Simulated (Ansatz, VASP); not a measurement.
# One calculation of Sr, two programs

```
Sr
1.0
    -2.30953    2.30953    2.30953
     2.30953   -2.30953    2.30953
     2.30953    2.30953   -2.30953
Sr
1
Direct
  0.00000 0.00000 0.00000
```

Alike in both runs: task single point; functional PBEsol; k mesh 11 × 11 × 11; occupations fermi-dirac, width 0.1 eV; no spin polarisation.

```csv
,VASP,Ansatz
version,VASP 6.6.1,Ansatz 0.2.0
potentials or method,"VASP PAW PBE potentials, release 64 (Sr_sv), cutoff 520 eV","plane waves (420 eV) with PAW, scalar-relativistic"
valence electrons in the cell,10,10
```

|  | VASP | Ansatz | Ansatz less VASP |
| --- | --- | --- | --- |
| pressure (GPa) | 0.5 | 0.5 | -0.01 |

VASP's potentials were made for PBE, not for PBEsol, and Ansatz warns of the same on its side.
